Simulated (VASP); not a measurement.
# SnSe (Fm-3m) in VASP: notebook, part 2 of 2

VASP 6.6.1.

## 3. Density of states, PBE+D3(BJ)

This run uses another cell than the first one, of 26.70 Å³/atom, 1.424 times its volume.

Input file POSCAR:

```
SnSe
1.0
    0.0000000000      2.9887688204      2.9887688204
    2.9887688204      0.0000000000      2.9887688204
    2.9887688204      2.9887688204      0.0000000000
Sn Se
1 1
Direct
    0.0000000000      0.0000000000      0.0000000000
    0.5000000000      0.5000000000      0.5000000000
```

Input file INCAR.step1:

```
SYSTEM = SnSe
PREC = Accurate ; ENCUT = 520
EDIFF = 1E-6 ; ISMEAR = 0
SIGMA = 0.02 ; LREAL = .FALSE.
LASPH = .TRUE. ; NELM = 80
ALGO = Normal ; ISIF = 2
LWAVE = .FALSE. ; LCHARG = .TRUE.
GGA = PE ; IVDW = 12
NBANDS = 17
```

Input file KPOINTS.step1:

```
regular mesh
0
G
  10 10 10
  0 0 0
```

Input file INCAR.step2:

```
SYSTEM = SnSe
PREC = Accurate ; ENCUT = 520
EDIFF = 1E-6 ; ISMEAR = -5
SIGMA = 0.02 ; LREAL = .FALSE.
LASPH = .TRUE. ; NELM = 80
ALGO = Normal ; ISIF = 2
LWAVE = .FALSE. ; LCHARG = .FALSE.
GGA = PE ; IVDW = 12
LORBIT = 11 ; NEDOS = 2001
ICHARG = 11
```

Input file KPOINTS.step2:

```
regular mesh
0
G
  15 15 15
  0 0 0
```

Potentials or basis: VASP PAW PBE potentials, release 64 (Sn_d, Se).

On the command line:

```
$ cat potpaw_PBE.64/Sn_d/POTCAR potpaw_PBE.64/Se/POTCAR > POTCAR
$ cp INCAR.step1 INCAR
$ cp KPOINTS.step1 KPOINTS
$ mpirun -np 1 vasp_std > vasp.out
$ cp INCAR.step2 INCAR
$ cp KPOINTS.step2 KPOINTS
$ mpirun -np 1 vasp_std > vasp.out
```

OUTCAR:

```text
SYSTEM = SnSe
   PREC = Accurate
   ENCUT = 520
   EDIFF = 1E-6
   ISMEAR = -5
   LREAL = .FALSE.
   LASPH = .TRUE.
   NELM = 80
   ISIF = 2
   GGA = PE
   IVDW = 12
   LORBIT = 11
   ICHARG = 11
 IVDW          = 12

 ion  position               nearest neighbor table
   1  0.000  0.000  0.000-   2 2.99   2 2.99   2 2.99   2 2.99   2 2.99   2 2.99
   2  0.500  0.500  0.500-   1 2.99   1 2.99   1 2.99   1 2.99   1 2.99   1 2.99

  LATTYP: Found a face centered cubic cell.
 ALAT       =     5.9775376408

  Lattice vectors:

 A1 = (   0.0000000000,   2.9887688204,   2.9887688204)
 A2 = (   2.9887688204,   0.0000000000,   2.9887688204)
 A3 = (   2.9887688204,   2.9887688204,   0.0000000000)

Analysis of symmetry for initial positions (statically):
=====================================================================
 Subroutine PRICEL returns:
 Original cell was already a primitive cell.

 Routine SETGRP: Setting up the symmetry group for a
 face centered cubic supercell.

 Subroutine GETGRP returns: Found 48 space group operations
 (whereof 48 operations were pure point group operations)
 out of a pool of 48 trial point group operations.

The static configuration has the point symmetry O_h .

Analysis of symmetry for dynamics (positions and initial velocities):
=====================================================================
 Subroutine PRICEL returns:
 Original cell was already a primitive cell.

 Routine SETGRP: Setting up the symmetry group for a
 face centered cubic supercell.

 Subroutine GETGRP returns: Found 48 space group operations
 (whereof 48 operations were pure point group operations)
 out of a pool of 48 trial point group operations.

The dynamic configuration has the point symmetry O_h .

 Subroutine INISYM returns: Found 48 space group operations
 (whereof 48 operations are pure point group operations),
 and found     1 'primitive' translations

----------------------------------------------------------------------------------------

                                     Primitive cell

  volume of cell :      53.3958

  direct lattice vectors                    reciprocal lattice vectors
     0.000000000  2.988768820  2.988768820    -0.167292966  0.167292966  0.167292966
     2.988768820  0.000000000  2.988768820     0.167292966 -0.167292966  0.167292966
     2.988768820  2.988768820  0.000000000     0.167292966  0.167292966 -0.167292966

  length of vectors
     4.226757401  4.226757401  4.226757401     0.289759916  0.289759916  0.289759916

  position of ions in fractional coordinates (direct lattice)
     0.000000000  0.000000000  0.000000000
     0.500000000  0.500000000  0.500000000

  ion indices of the primitive-cell ions
   primitive index   ion index
                 1           1
                 2           2

----------------------------------------------------------------------------------------

 KPOINTS: regular mesh

Automatic generation of k-mesh.
 Grid dimensions read from file:
 generate k-points for:   15   15   15

 Generating k-lattice:

  Cartesian coordinates                     Fractional coordinates (reciprocal lattice)
    -0.011152864  0.011152864  0.011152864     0.066666667  0.000000000  0.000000000
     0.011152864 -0.011152864  0.011152864     0.000000000  0.066666667  0.000000000
     0.011152864  0.011152864 -0.011152864     0.000000000  0.000000000  0.066666667
[... 51 lines left out ...]
   ISTART =      0    job   : 0-new  1-cont  2-samecut
   ICHARG =     11    charge: 1-file 2-atom 10-const
   ISPIN  =      1    spin polarized calculation?
   LNONCOLLINEAR =      F non collinear calculations
   LSORBIT =      F    spin-orbit coupling
   LASPH  =      T    aspherical Exc in radial PAW
   ENCUT  =  520.0 eV  38.22 Ry    6.18 a.u.   7.86  7.86  7.86*2*pi/ulx,y,z
   NELM   =     80;   NELMIN=  2; NELMDL=  0     # of ELM steps
   EDIFF  = 0.1E-05   stopping-criterion for ELM
   LREAL  =      F    real-space projection
   EDIFFG = 0.1E-04   stopping-criterion for IOM
   NSW    =      0    number of steps for IOM
   IBRION =     -1    ionic relax: 0-MD 1-quasi-New 2-CG
   NFREE  =      0    steps in history (QN), initial steepest desc. (CG)
   ISIF   =      2    stress and relaxation
   ISYM   =      2    0-nonsym 1-usesym 2-fastsym
   POTIM  = 0.5000    time-step for ionic-motion
   TEBEG  =    0.0;   TEEND  =   0.0 temperature during run
   PSTRESS=    0.0 pullay stress
   NELECT =      20.0000    total number of electrons
   NUPDOWN=      -1.0000    fix difference up-down
   EMIN   =  10.00;   EMAX   =-10.00  energy-range for DOS
   EFERMI =   0.00;   METHOD = LEGACY
   ISMEAR =    -5;   SIGMA  =   0.02  broadening in eV -4-tet -1-fermi 0-gaus
   EFERMI_NEDOS =   21; number of points for ismear=-14 and -15
   IALGO  =     38    algorithm
   IMIX   =      4    mixing-type and parameters
     AMIX     =   0.40;   BMIX     =  1.00
     AMIX_MAG =   1.60;   BMIX_MAG =  1.00
  volume/ion in A,a.u.               =      26.70       180.17
  Fermi-wavevector in a.u.,A,eV,Ry     =   1.180092  2.230050 18.947704  1.392617
  Thomas-Fermi vector in A             =   2.316391
   LORBIT       =     11    0 simple, 1 ext, 2 COOP (PROOUT), +10 PAW based schemes
   GGA     = PE    functional components
   LHFCALC =     F    Hartree Fock is set to
   AEXX    =    0.0000 exact exchange contribution
   IVDW    =    12    specifies the selected vdW correction
   LEPSILON=     F    determine dielectric tensor
   LRPA    =     F    only Hartree local field effects (RPA)
 non-spin polarized calculation
 Fermi weights with tetrahedron method with Bloechl corrections
  energy-cutoff  :      520.00
  volume of cell :       53.40
 maximum number of plane-waves:      1459

 number of electron      20.0000008 magnetization

 Free energy of the ion-electron system (eV)
  ---------------------------------------------------
  ext. energy  EPLUGINS =         0.00000000
  ---------------------------------------------------
  free energy    TOTEN  =        -8.19845448 eV

  energy without entropy =       -8.19845448  energy(sigma->0) =       -8.19845448

 E-fermi :   5.8832     XC(G=0):  -9.6944

 val. band max:        5.8704206045   @ k =  -0.4000   0.0667   0.0000
 cond. band min:       6.1520824526   @ k =  -0.4667   0.0667   0.0000
 fundamental gap:      0.2816618482
 Fermi energy:         5.8832430017

 k-point     1 :       0.0000    0.0000    0.0000
  band No.  band energies     occupation
      1     -15.7732      2.00000
      2     -15.7732      2.00000
      3     -15.7719      2.00000
      4     -15.7719      2.00000
      5     -15.7719      2.00000
      6      -8.1826      2.00000
      7       0.8317      2.00000
      8       3.5782      2.00000
      9       3.5782      2.00000
     10       3.5782      2.00000
     11      10.2248      0.00000
     12      10.2248      0.00000
     13      10.2248      0.00000
     14      11.6670      0.00000
[... 377 lines left out ...]
      1     -15.7789      2.00000
      2     -15.7733      2.00000
      3     -15.7720      2.00000
      4     -15.7672      2.00000
      5     -15.7666      2.00000
      6      -7.8985      2.00000
      7      -0.2640      2.00000
      8       3.1730      2.00000
      9       3.2116      2.00000
     10       4.9946      2.00000
     11       7.4456      0.00000
     12       9.8260      0.00000
     13       9.9232      0.00000
     14      10.6603      0.00000

 [... further k-points ...]

------------------------ aborting loop because EDIFF is reached ----------------------------------------

 Edisp (eV)   -0.72221

 E8    (eV) :    -0.3255

  FORCE on cell =-STRESS in cart. coord.  units (eV):
  Direction    XX          YY          ZZ          XY          YZ          ZX
  --------------------------------------------------------------------------------------
  -------------------------------------------------------------------------------------
  Total       0.01825     0.01825     0.01825     0.00000     0.00000    -0.00000
  in kB       0.54775     0.54775     0.54775     0.00000     0.00000    -0.00000
  external pressure =        0.55 kB  Pullay stress =        0.00 kB

 VOLUME and BASIS-vectors are now :
 -----------------------------------------------------------------------------
  energy-cutoff  :      520.00
  volume of cell :       53.40
      direct lattice vectors                 reciprocal lattice vectors
     0.000000000  2.988768820  2.988768820    -0.167292966  0.167292966  0.167292966
     2.988768820  0.000000000  2.988768820     0.167292966 -0.167292966  0.167292966
     2.988768820  2.988768820  0.000000000     0.167292966  0.167292966 -0.167292966

 POSITION                                       TOTAL-FORCE (eV/Angst)
 -----------------------------------------------------------------------------------
      0.00000      0.00000      0.00000        -0.000000     -0.000000     -0.000000
      2.98877      2.98877      2.98877         0.000000      0.000000      0.000000
 -----------------------------------------------------------------------------------
    total drift:                                0.000000     -0.000000     -0.000000

  FREE ENERGIE OF THE ION-ELECTRON SYSTEM (eV)
  ---------------------------------------------------
  free  energy   TOTEN  =        -8.9206602829 eV

  energy  without entropy=       -8.9206602829  energy(sigma->0) =       -8.92066028

 total charge

# of ion       s       p       d       tot
------------------------------------------
    1        1.392   0.677   9.993  12.063
    2        1.477   2.304   0.028   3.808
--------------------------------------------------
tot          2.869   2.981  10.021  15.871
```

Wall time 64 s (1 thread of Intel Xeon Platinum 8259CL at 2.50GHz (Skylake/Cascade Lake), shared host); peak memory 0.25 GiB.

Results:

```
Valence electrons inside the program's atomic spheres : Sn 12.06; Se 3.81
Dispersion energy per atom                            : -0.361 eV
```

Caveat: spin-orbit coupling is left out, which moves the levels of the heavy elements.

## 4. Density of states, PBEsol

This run uses another cell than the first one, of 26.70 Å³/atom, 1.424 times its volume.

POSCAR is that of step 3.

Input file INCAR.step1:

```
ALGO = Normal
EDIFF = 1E-7
ENCUT = 520
GGA = PS
ISIF = 2
ISMEAR = 0
LASPH = T
LCHARG = T
LREAL = F
LWAVE = F
NBANDS = 17
NELM = 60
PREC = Accurate
SIGMA = 0.02
```

Input file KPOINTS.step1:

```
k-points
0
Gamma
  10 10 10
```

Input file INCAR.step2:

```
ALGO = Normal
EDIFF = 1E-7
ENCUT = 520
GGA = PS
ICHARG = 11
ISIF = 2
ISMEAR = -5
LASPH = T
LCHARG = F
LORBIT = 11
LREAL = F
LWAVE = F
NBANDS = 17
NEDOS = 2001
NELM = 60
PREC = Accurate
SIGMA = 0.02
```

Input file KPOINTS.step2:

```
k-points
0
Gamma
  15 15 15
```

On the command line:

```
$ cat potpaw_PBE.64/Sn_d/POTCAR potpaw_PBE.64/Se/POTCAR > POTCAR
$ cp INCAR.step1 INCAR
$ cp KPOINTS.step1 KPOINTS
$ mpirun -np 1 vasp_std > vasp.out
$ cp INCAR.step2 INCAR
$ cp KPOINTS.step2 KPOINTS
$ mpirun -np 1 vasp_std > vasp.out
```

Run time: 70 s. Hardware: 1 thread of Intel Xeon Platinum 8259CL at 2.50GHz (Skylake/Cascade Lake), shared host; peak memory 0.25 GiB.

The run converged. Its results:

```
Valence electrons inside the program's atomic spheres : Sn 12.06; Se 3.79
```

Levels at points of the mesh, in eV from the valence-band top:
```tsv
k point	band 8	band 9	band 10	band 11	band 12	band 13
(0.00, 0.00, 0.00)	-2.25	-2.25	-2.25	4.35	4.35	4.35
```

Caveat: the PAW data sets were made with another functional, which shifts forces and pressure a little; spin-orbit coupling is left out, which moves the levels of the heavy elements.
